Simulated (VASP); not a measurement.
# AlN (F-43m) in VASP: notebook, part 2 of 2

VASP 6.6.1. The steps go on from the part before.

## 5. Single point, r2SCAN

This run uses another cell than the first one: it holds 8 atoms, not 2.

File POSCAR:

```
AlN
1.0
    4.3698012565      0.0000000000      0.0000000000
    0.0000000000     -4.3698012565      0.0000000000
    0.0000000000      0.0000000000     -4.3698012565
Al N
4 4
Direct
    0.0000000000      0.0000000000      0.0000000000
    0.5000000000      0.5000000000      0.0000000000
    0.5000000000      0.0000000000      0.5000000000
    0.0000000000      0.5000000000      0.5000000000
    0.7500000000      0.7500000000      0.7500000000
    0.2500000000      0.2500000000      0.7500000000
    0.2500000000      0.7500000000      0.2500000000
    0.7500000000      0.2500000000      0.2500000000
```

File INCAR.step1:

```
ALGO = Normal
EDIFF = 1E-4
ENCUT = 520
GGA = PE
ISMEAR = 0
LASPH = True
LCHARG = False
LREAL = False
LWAVE = True
NBANDS = 26
NELM = 80
PREC = Accurate
SIGMA = 0.05
```

File INCAR.step2:

```
ALGO = Normal
EDIFF = 1E-6
ENCUT = 520
ISIF = 2
ISMEAR = 0
ISTART = 1
LASPH = True
LCHARG = False
LMIXTAU = True
LREAL = False
LWAVE = False
METAGGA = R2SCAN
NBANDS = 26
NELM = 80
PREC = Accurate
SIGMA = 0.05
```

File KPOINTS:

```
k-points
0
Gamma
  6 6 6
```

Potentials or basis: VASP PAW PBE potentials, release 64 (Al, N).

The run is started by

```sh
$ cat potpaw_PBE.64/Al/POTCAR potpaw_PBE.64/N/POTCAR > POTCAR
$ cp INCAR.step1 INCAR
$ mpirun -np 1 vasp_std > vasp.out
$ cp INCAR.step2 INCAR
$ mpirun -np 1 vasp_std > vasp.out
```

OUTCAR:

```text
EDIFF = 1E-6
   ENCUT = 520
   ISIF = 2
   ISMEAR = 0
   ISTART = 1
   LASPH = True
   LREAL = False
   METAGGA = R2SCAN
   NELM = 80
   PREC = Accurate

 ion  position               nearest neighbor table
   1  0.000  0.000  0.000-   5 1.89   6 1.89   7 1.89   8 1.89   3 3.09   4 3.09   2 3.09   3 3.09
                             4 3.09   2 3.09   4 3.09   4 3.09   2 3.09   3 3.09   3 3.09   2 3.09
   2  0.500  0.500  0.000-   5 1.89   6 1.89   7 1.89   8 1.89   3 3.09   4 3.09   1 3.09   3 3.09
                             4 3.09   1 3.09   3 3.09   3 3.09   1 3.09   4 3.09   4 3.09   1 3.09
   3  0.500  0.000  0.500-   5 1.89   6 1.89   7 1.89   8 1.89   2 3.09   4 3.09   1 3.09   1 3.09
                             2 3.09   2 3.09   4 3.09   2 3.09   1 3.09   4 3.09   1 3.09   4 3.09
   4  0.000  0.500  0.500-   5 1.89   6 1.89   7 1.89   8 1.89   2 3.09   3 3.09   1 3.09   1 3.09
                             2 3.09   1 3.09   3 3.09   1 3.09   2 3.09   3 3.09   2 3.09   3 3.09
   5  0.750  0.750  0.750-   1 1.89   2 1.89   3 1.89   4 1.89
   6  0.250  0.250  0.750-   1 1.89   2 1.89   3 1.89   4 1.89
   7  0.250  0.750  0.250-   1 1.89   2 1.89   3 1.89   4 1.89
   8  0.750  0.250  0.250-   1 1.89   2 1.89   3 1.89   4 1.89

  LATTYP: Found a simple cubic cell.
[... 207 lines left out ...]
      2      -7.4160      2.00000
      3      -7.4160      2.00000
      4      -7.4160      2.00000
      5       0.7353      2.00000
      6       0.7353      2.00000
[... 569 lines left out ...]
     25      17.6182      0.00000
     26      17.6182      0.00000

------------------------ aborting loop because EDIFF is reached ----------------------------------------

  FORCE on cell =-STRESS in cart. coord.  units (eV):
  Direction    XX          YY          ZZ          XY          YZ          ZX
  --------------------------------------------------------------------------------------
  -------------------------------------------------------------------------------------
  Total       -0.2039964     -0.2039964     -0.2039964      0.0000000     -0.0000000      0.0000000
  in kB       -3.9169501     -3.9169501     -3.9169501      0.0000000     -0.0000000      0.0000000
  external PRESSURE =      -3.9169501 kB  Pullay stress =       0.0000000 kB

 VOLUME and BASIS-vectors are now :
 -----------------------------------------------------------------------------
  energy-cutoff  :      520.00
  volume of cell :       83.44
      direct lattice vectors                 reciprocal lattice vectors
     4.369801256  0.000000000  0.000000000     0.228843360  0.000000000  0.000000000
     0.000000000 -4.369801256  0.000000000     0.000000000 -0.228843360  0.000000000
     0.000000000  0.000000000 -4.369801256     0.000000000  0.000000000 -0.228843360

 POSITION                                       TOTAL-FORCE (eV/Angst)
 -----------------------------------------------------------------------------------
      0.00000      0.00000      0.00000        -0.000000     -0.000000      0.000000
      2.18490     -2.18490      0.00000        -0.000000     -0.000000      0.000000
      2.18490      0.00000     -2.18490        -0.000000     -0.000000      0.000000
      0.00000     -2.18490     -2.18490        -0.000000     -0.000000      0.000000
      3.27735     -3.27735     -3.27735         0.000000      0.000000     -0.000000
      1.09245     -1.09245     -3.27735         0.000000      0.000000     -0.000000
      1.09245     -3.27735     -1.09245        -0.000000     -0.000000     -0.000000
      3.27735     -1.09245     -1.09245         0.000000      0.000000      0.000000
 -----------------------------------------------------------------------------------
    total drift:                                0.000000     -0.000000      0.000000

  FREE ENERGIE OF THE ION-ELECTRON SYSTEM (eV)
  ---------------------------------------------------
  free  energy   TOTEN  =       -76.7201426048 eV

  energy  without entropy=      -76.7201426048  energy(sigma->0) =      -76.72014260
```

OUTCAR.step1:

```text
EDIFF = 1E-4
   ENCUT = 520
   GGA = PE
   ISMEAR = 0
[... 829 lines left out ...]
      3.27735     -3.27735     -3.27735        -0.000000      0.000000     -0.000000
      1.09245     -1.09245     -3.27735         0.000000     -0.000000     -0.000000
      1.09245     -3.27735     -1.09245         0.000000      0.000000      0.000000
      3.27735     -1.09245     -1.09245         0.000000     -0.000000     -0.000000
 -----------------------------------------------------------------------------------
    total drift:                                0.000000     -0.000000      0.000000

  FREE ENERGIE OF THE ION-ELECTRON SYSTEM (eV)
  ---------------------------------------------------
  free  energy   TOTEN  =       -59.3647917224 eV

  energy  without entropy=      -59.3647917224  energy(sigma->0) =      -59.36479172
```

Run time: 62 s. Hardware: 1 thread of Intel Xeon 6975P-C (Granite Rapids), shared host; peak memory 0.19 GiB.

What came out:

| Property | Result |
| --- | --- |
| Free energy | -76.7201 eV |
| Pressure | -0.4 GPa |
| Band gap on the k mesh | 3.93 eV |

Caveat: the PAW data sets were made with another functional, which shifts forces and pressure a little.

## 6. Single point, r2SCAN

This run uses another cell than the first one, of 10.43 Å³/atom, 0.971 times its volume.

File POSCAR:

```
AlN
1.0
    0.0000000000      2.1849006274      2.1849006274
    2.1849006274      0.0000000000      2.1849006274
    2.1849006274      2.1849006274      0.0000000000
Al N
1 1
Direct
    0.0000000000      0.0000000000      0.0000000000
    0.7500000000      0.7500000000      0.7500000000
```

File INCAR.step1:

```
SYSTEM = AlN
PREC = Accurate ; ENCUT = 520
ISMEAR = 0 ; SIGMA = 0.05
LREAL = .False. ; LASPH = .True.
NELM = 80 ; NBANDS = 11
GGA = PE ; ALGO = Normal
EDIFF = 1E-4 ; LWAVE = .True.
LCHARG = .False.
```

File INCAR.step2:

```
SYSTEM = AlN
PREC = Accurate ; ENCUT = 520
EDIFF = 1E-7 ; ISMEAR = 0
SIGMA = 0.05 ; LREAL = .False.
LASPH = .True. ; NELM = 80
ALGO = Normal ; ISIF = 2
LWAVE = .False. ; LCHARG = .True.
METAGGA = R2SCAN ; LMIXTAU = .True.
LELF = .True. ; LVHAR = .True.
NBANDS = 11 ; ISTART = 1
```

File KPOINTS:

```
regular mesh
0
Gamma
  8 8 8
  0 0 0
```

Potentials or basis: VASP PAW PBE potentials, release 64 (Al, N).

The run is started by

```sh
$ cat potpaw_PBE.64/Al/POTCAR potpaw_PBE.64/N/POTCAR > POTCAR
$ cp INCAR.step1 INCAR
$ mpirun -np 1 vasp_std > vasp.out
$ cp INCAR.step2 INCAR
$ mpirun -np 1 vasp_std > vasp.out
```

Wall time 35 s (1 thread of Intel Xeon 8259CL, shared host); peak memory 0.14 GiB.

It converged, with:

| Property | Result |
| --- | --- |
| Free energy | -19.1796 eV |
| Pressure | -0.4 GPa |
| Band gap on the k mesh | 3.93 eV, indirect (least direct gap 4.88 eV) |

Levels at points of the mesh, in eV from the valence-band top:
```tsv
k point	band 1	band 2	band 3	band 4	band 5	band 6	band 7	band 8
(0.00, 0.00, 0.00)	-15.73	0.00	0.00	0.00	4.88	13.51	13.51	13.51
(0.50, 0.00, 0.00)	-13.73	-5.89	-0.49	-0.49	8.20	10.82	11.94	11.94
(0.50, 0.50, 0.00)	-13.10	-4.95	-1.81	-1.81	3.93	9.47	15.18	16.94
```

Caveat: the PAW data sets were made with another functional, which shifts forces and pressure a little. r2SCAN opens gaps a little over a GGA but as a rule still falls short of measured ones.

## 7. Summary

```csv
cell,k mesh,smearing,gap on the mesh (eV),pressure (GPa)
"a = 3.121 Å, angles 60.0°, 2 atoms",10 × 10 × 10,gaussian 0.02 eV,3.91,-6.3
"a = 3.151 Å, angles 60.0°, 2 atoms",10 × 10 × 10,gaussian 0.02 eV,3.89,-11.3
"a = 3.090 Å, angles 60.0°, 2 atoms",10 × 10 × 10,gaussian 0.05 eV,3.93,-0.4
"a = 4.370 Å, 8 atoms",6 × 6 × 6,gaussian 0.05 eV,3.93,-0.4
"a = 3.090 Å, angles 60.0°, 2 atoms",8 × 8 × 8,gaussian 0.05 eV,3.93,-0.4
```

Alike in all rows: task single point; level r2SCAN; potentials or basis VASP PAW PBE potentials, release 64 (Al, N); no spin polarisation; cutoff (eV) 520.

Caveats: the PAW data sets were made with another functional, which shifts forces and pressure a little.

Total energies depend on the potentials used, so only differences within one code and one set of settings carry meaning.
